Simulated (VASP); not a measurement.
## Ca: single point with PBE

Crystal: Ca.

```
CELL_PARAMETERS angstrom
3.52015 0.00000 0.00000
0.00000 3.52015 0.00000
0.00000 0.00000 3.52015
ATOMIC_POSITIONS crystal
Ca 0.00000 0.00000 0.00000
```

This isn't the form of Ca at room conditions, which is fcc.

```yaml
Program: VASP 6.6.1
Task: single point
Functional: PBE
Potentials_or_basis: VASP PAW PBE potentials, release 64 (Ca_sv)
Cutoff: 520 eV
k_mesh: 13 × 13 × 13
Occupations: fermi-dirac, width 0.05 eV
Spin: no spin polarisation
Dipole_correction: no
Further_INCAR_settings: ALGO = Normal; EDIFF = 1e-06; NBANDS = 11
```

| Quantity | Value |
| --- | --- |
| Pressure | 0.0 GPa |
| Band gap on the k mesh | zero (bands 5 and 6 overlap by 0.98 eV) |

Levels at points of the mesh, in eV from the Fermi level:
```
           k point  band 2  band 3  band 4  band 5  band 6  band 7  band 8  band 9
(0.00, 0.00, 0.00)  -23.11  -23.11  -23.11   -3.81    0.84    0.84    4.06    4.06
```

Wall time 30 s on 1 thread of Intel(R) Xeon(R) Platinum 8259CL CPU @ 2.50GHz (Skylake/Cascade Lake) (shared host), peak memory 0.18 GiB.
